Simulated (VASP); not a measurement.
# Al (Im-3m) in VASP: notebook

The runs below take Al through single point, relaxation of cell and atoms, with r2SCAN.

All numbers are computed with VASP 6.6.1; they aren't measurements. Logs are shortened: lines on timing, memory, paths and dates and some standing lists are left out, and cuts for length are marked.

### Step 1. The cell of the first run

Symmetry: Im-3m, No. 229, cubic system. The conventional cell has a = 3.182 Å, b = 3.182 Å, c = 3.182 Å, α = 90.00°, β = 90.00°, γ = 90.00°. Within 3.6 Å of Al (site symmetry m-3m) lie 14 Al at 2.76 to 3.18 Å.

### Step 2. Single point, r2SCAN

POSCAR reads:

```
Al
1.0
   -1.5912186900      1.5912186900      1.5912186900
    1.5912186900     -1.5912186900      1.5912186900
    1.5912186900      1.5912186900     -1.5912186900
Al
1
Direct
    0.0000000000      0.0000000000      0.0000000000
```

INCAR.step1 reads:

```
PREC = Accurate
ENCUT = 520
ISMEAR = 0
SIGMA = 0.1
LREAL = False
LASPH = True
NELM = 100
NBANDS = 8
GGA = PE
ALGO = Normal
EDIFF = 1E-4
LWAVE = True
LCHARG = False
```

INCAR.step2 reads:

```
PREC = Accurate
ENCUT = 520
EDIFF = 1E-6
ISMEAR = 0
SIGMA = 0.1
LREAL = False
LASPH = True
NELM = 100
ALGO = Normal
ISIF = 2
LWAVE = False
LCHARG = False
METAGGA = R2SCAN
LMIXTAU = True
NBANDS = 8
ISTART = 1
```

KPOINTS reads:

```
Automatic mesh
0
Gamma
  8 8 8
```

Potentials or basis: VASP PAW PBE potentials, release 64 (Al).

On the command line:

```sh
cat potpaw_PBE.64/Al/POTCAR > POTCAR
cp INCAR.step1 INCAR
mpirun -np 1 vasp_std > vasp.out
cp INCAR.step2 INCAR
mpirun -np 1 vasp_std > vasp.out
```

OUTCAR:

```text
PREC = Accurate
   ENCUT = 520
   EDIFF = 1E-6
   ISMEAR = 0
   LREAL = False
   LASPH = True
   NELM = 100
   ISIF = 2
   METAGGA = R2SCAN
   ISTART = 1

 ion  position               nearest neighbor table
   1  0.000  0.000  0.000-

  LATTYP: Found a body centered cubic cell.
 ALAT       =     3.1824373800

  Lattice vectors:

 A1 = (  -1.5912186900,   1.5912186900,   1.5912186900)
 A2 = (   1.5912186900,  -1.5912186900,   1.5912186900)
 A3 = (   1.5912186900,   1.5912186900,  -1.5912186900)

Analysis of symmetry for initial positions (statically):
=====================================================================
 Subroutine PRICEL returns:
 Original cell was already a primitive cell.

 Routine SETGRP: Setting up the symmetry group for a
 body centered cubic supercell.

 Subroutine GETGRP returns: Found 48 space group operations
 (whereof 48 operations were pure point group operations)
 out of a pool of 48 trial point group operations.

The static configuration has the point symmetry O_h .

Analysis of symmetry for dynamics (positions and initial velocities):
=====================================================================
 Subroutine PRICEL returns:
 Original cell was already a primitive cell.

 Routine SETGRP: Setting up the symmetry group for a
 body centered cubic supercell.

 Subroutine GETGRP returns: Found 48 space group operations
 (whereof 48 operations were pure point group operations)
 out of a pool of 48 trial point group operations.

The dynamic configuration has the point symmetry O_h .

 Subroutine INISYM returns: Found 48 space group operations
 (whereof 48 operations are pure point group operations),
 and found     1 'primitive' translations

----------------------------------------------------------------------------------------

                                     Primitive cell

  volume of cell :      16.1157

  direct lattice vectors                    reciprocal lattice vectors
    -1.591218690  1.591218690  1.591218690     0.000000000  0.314224565  0.314224565
     1.591218690 -1.591218690  1.591218690     0.314224565  0.000000000  0.314224565
     1.591218690  1.591218690 -1.591218690     0.314224565  0.314224565  0.000000000

  length of vectors
     2.756071617  2.756071617  2.756071617     0.444380641  0.444380641  0.444380641

  position of ions in fractional coordinates (direct lattice)
     0.000000000  0.000000000  0.000000000

  ion indices of the primitive-cell ions
   primitive index   ion index
                 1           1

----------------------------------------------------------------------------------------

 KPOINTS: Automatic mesh

Automatic generation of k-mesh.
 Grid dimensions read from file:
 generate k-points for:    8    8    8

 Generating k-lattice:

  Cartesian coordinates                     Fractional coordinates (reciprocal lattice)
     0.000000000  0.039278071  0.039278071     0.125000000  0.000000000  0.000000000
     0.039278071  0.000000000  0.039278071     0.000000000  0.125000000  0.000000000
     0.039278071  0.039278071  0.000000000     0.000000000  0.000000000  0.125000000

  Length of vectors
     0.055547580  0.055547580  0.055547580

  Shift w.r.t. Gamma in fractional coordinates (k-lattice)
     0.000000000  0.000000000  0.000000000

 Subroutine IBZKPT returns following result:
 ===========================================

 Found     29 irreducible k-points:

 Following reciprocal coordinates:
            Coordinates               Weight
  0.000000  0.000000  0.000000      1.000000
  0.125000  0.000000  0.000000     12.000000
  0.250000  0.000000  0.000000     12.000000
  0.375000  0.000000  0.000000     12.000000
  0.500000  0.000000  0.000000      6.000000
  0.125000  0.125000  0.000000     24.000000
[... 16 lines left out ...]
 -0.250000  0.250000  0.250000      6.000000
 -0.375000  0.375000  0.250000     24.000000
 [... further k-points ...]
   k-points           NKPTS =     29   k-points in BZ     NKDIM =     29   number of bands    NBANDS=      8
   number of dos      NEDOS =    301   number of ions     NIONS =      1
   total plane-waves  NPLWV =   8000
   dimension x,y,z NGX =    20 NGY =   20 NGZ =   20
   dimension x,y,z NGXF=    40 NGYF=   40 NGZF=   40
   ions per type =               1
   NGX,Y,Z   is equivalent  to a cutoff of  12.06, 12.06, 12.06 a.u.
   NGXF,Y,Z  is equivalent  to a cutoff of  24.13, 24.13, 24.13 a.u.
 SYSTEM =  unknown system
   PREC   = accura    normal or accurate (medium, high low for compatibility)
   ISTART =      1    job   : 0-new  1-cont  2-samecut
   ICHARG =      0    charge: 1-file 2-atom 10-const
   ISPIN  =      1    spin polarized calculation?
   LNONCOLLINEAR =      F non collinear calculations
   LSORBIT =      F    spin-orbit coupling
   LASPH  =      T    aspherical Exc in radial PAW
   ENCUT  =  520.0 eV  38.22 Ry    6.18 a.u.   5.12  5.12  5.12*2*pi/ulx,y,z
   NELM   =    100;   NELMIN=  2; NELMDL=  0     # of ELM steps
   EDIFF  = 0.1E-05   stopping-criterion for ELM
   LREAL  =      F    real-space projection
   EDIFFG = 0.1E-04   stopping-criterion for IOM
   NSW    =      0    number of steps for IOM
   IBRION =     -1    ionic relax: 0-MD 1-quasi-New 2-CG
   NFREE  =      0    steps in history (QN), initial steepest desc. (CG)
   ISIF   =      2    stress and relaxation
   ISYM   =      2    0-nonsym 1-usesym 2-fastsym
   POTIM  = 0.5000    time-step for ionic-motion
   TEBEG  =    0.0;   TEEND  =   0.0 temperature during run
   PSTRESS=    0.0 pullay stress
   NELECT =       3.0000    total number of electrons
   NUPDOWN=      -1.0000    fix difference up-down
   EMIN   =  10.00;   EMAX   =-10.00  energy-range for DOS
   EFERMI =   0.00;   METHOD = LEGACY
   ISMEAR =     0;   SIGMA  =   0.10  broadening in eV -4-tet -1-fermi 0-gaus
   EFERMI_NEDOS =   21; number of points for ismear=-14 and -15
   IALGO  =     38    algorithm
   IMIX   =      4    mixing-type and parameters
     AMIX     =   0.40;   BMIX     =  1.00
     AMIX_MAG =   1.60;   BMIX_MAG =  1.00
  volume/ion in A,a.u.               =      16.12       108.75
  Fermi-wavevector in a.u.,A,eV,Ry     =   0.934757  1.766435 11.888371  0.873771
  Thomas-Fermi vector in A             =   2.061595
   LORBIT       =      0    0 simple, 1 ext, 2 COOP (PROOUT), +10 PAW based schemes
   METAGGA = R2SCAN    functional components
   LHFCALC =     F    Hartree Fock is set to
   AEXX    =    0.0000 exact exchange contribution
   IVDW    =     0    specifies the selected vdW correction
   LEPSILON=     F    determine dielectric tensor
   LRPA    =     F    only Hartree local field effects (RPA)
 non-spin polarized calculation
 Gauss-broadening in eV      SIGMA  =   0.10
  energy-cutoff  :      520.00
  volume of cell :       16.12
 maximum number of plane-waves:       466
   NGX = 11   NGY = 11   NGZ = 11

 number of electron       3.0000000 magnetization

 Free energy of the ion-electron system (eV)
  ---------------------------------------------------
  ext. energy  EPLUGINS =         0.00000000
  ---------------------------------------------------
  free energy    TOTEN  =        -6.58425527 eV

  energy without entropy =       -6.57703888  energy(sigma->0) =       -6.58064708

 E-fermi :   8.4430     XC(G=0): -11.0090

 val. band max:        8.2221509848   @ k =   0.5000   0.5000   0.3750
 cond. band min:       8.4509416400   @ k =  -0.3750   0.5000   0.2500
 fundamental gap:      0.2287906552
 Fermi energy:         8.4429766009

 k-point     1 :       0.0000    0.0000    0.0000
  band No.  band energies     occupation
      1      -3.7471      2.00000
      2      22.4608      0.00000
      3      22.4609      0.00000
      4      22.4609      0.00000
      5      24.5657      0.00000
      6      24.5657      0.00000
      7      24.5657      0.00000
      8      25.7296      0.00000

 k-point     2 :       0.1250    0.0000    0.0000
  band No.  band energies     occupation
      1      -3.2619      2.00000
      2      18.4201      0.00000
      3      20.6228      0.00000
      4      20.9042      0.00000
      5      22.7631      0.00000
      6      23.8117      0.00000
      7      25.6784      0.00000
      8      26.2050      0.00000

 k-point     3 :       0.2500    0.0000    0.0000
  band No.  band energies     occupation
      1      -1.8163      2.00000
      2      12.9162      0.00000
      3      18.7834      0.00000
      4      18.8295      0.00000
      5      20.7573      0.00000
      6      22.2540      0.00000
      7      27.3188      0.00000
      8      27.4137      0.00000

 k-point     4 :       0.3750    0.0000    0.0000
  band No.  band energies     occupation
      1       0.5586      2.00000
      2       8.0120      2.00000
      3      17.4756      0.00000
      4      17.6653      0.00000
      5      19.5065      0.00000
      6      21.1497      0.00000
      7      29.0585      0.00000
      8      29.8442      0.00000

 k-point     5 :       0.5000    0.0000    0.0000
  band No.  band energies     occupation
      1       3.4742      2.00000
      2       4.2473      2.00000
      3      17.0148      0.00000
      4      17.2927      0.00000
      5      19.0865      0.00000
      6      20.7513      0.00000
      7      30.5022      0.00000
      8      32.0428      0.00000
[... 177 lines left out ...]
 k-point    22 :       0.2500    0.2500    0.2500
  band No.  band energies     occupation
      1       7.0897      2.00000
      2       7.0897      2.00000
      3       7.0897      2.00000
      4       9.2128      0.00000
      5      31.7805      0.00000
      6      31.7805      0.00000
      7      33.1865      0.00000
      8      33.1865      0.00000

 k-point    23 :      -0.2500    0.2500    0.2500
  band No.  band energies     occupation
      1       0.0890      2.00000
      2      13.7211      0.00000
      3      13.7212      0.00000
      4      15.1229      0.00000
      5      17.3247      0.00000
      6      26.2308      0.00000
      7      27.6863      0.00000
      8      28.8328      0.00000

 k-point    24 :      -0.3750    0.3750    0.2500
  band No.  band energies     occupation
      1       2.4314      2.00000
      2       9.7262      0.00000
      3      12.4483      0.00000
      4      14.6447      0.00000
      5      17.6638      0.00000
      6      23.9912      0.00000
      7      26.0737      0.00000
      8      29.4463      0.00000

 [... further k-points ...]
[... 5 lines left out ...]
  --------------------------------------------------------------------------------------
  -------------------------------------------------------------------------------------
  Total       -0.0001180     -0.0001180     -0.0001180     -0.0000000     -0.0000000      0.0000000
  in kB       -0.0117269     -0.0117269     -0.0117269     -0.0000000     -0.0000000      0.0000000
  external PRESSURE =      -0.0117269 kB  Pullay stress =       0.0000000 kB

 VOLUME and BASIS-vectors are now :
 -----------------------------------------------------------------------------
  energy-cutoff  :      520.00
  volume of cell :       16.12
      direct lattice vectors                 reciprocal lattice vectors
    -1.591218690  1.591218690  1.591218690     0.000000000  0.314224565  0.314224565
     1.591218690 -1.591218690  1.591218690     0.314224565  0.000000000  0.314224565
     1.591218690  1.591218690 -1.591218690     0.314224565  0.314224565  0.000000000

 POSITION                                       TOTAL-FORCE (eV/Angst)
 -----------------------------------------------------------------------------------
      0.00000      0.00000      0.00000         0.000000     -0.000000      0.000000
 -----------------------------------------------------------------------------------
    total drift:                                0.000000     -0.000000     -0.000000

  FREE ENERGIE OF THE ION-ELECTRON SYSTEM (eV)
  ---------------------------------------------------
  free  energy   TOTEN  =        -6.5842552729 eV

  energy  without entropy=       -6.5770388828  energy(sigma->0) =       -6.58064708
```

It took 11 s on 1 thread of Intel Xeon Platinum 8259CL at 2.50GHz (Skylake/Cascade Lake), shared host; peak memory 0.12 GiB.

What came out:

- Free energy: -6.5843 eV
- Pressure: 0.0 GPa

Levels at points of the mesh, in eV from the Fermi level:
| k point | band 1 | band 2 | band 3 | band 4 | band 5 | band 6 |
| --- | --- | --- | --- | --- | --- | --- |
| (0.00, 0.00, 0.00) | -12.19 | 14.02 | 14.02 | 14.02 | 16.12 | 16.12 |
| (0.50, 0.00, 0.00) | -4.97 | -4.20 | 8.57 | 8.85 | 10.64 | 12.31 |
| (0.50, 0.50, 0.50) | 1.89 | 1.89 | 1.89 | 2.77 | 2.77 | 6.62 |

Caveat: the PAW data sets were made with another functional, which shifts forces and pressure a little.

(Part 1 of 3 ends here.)
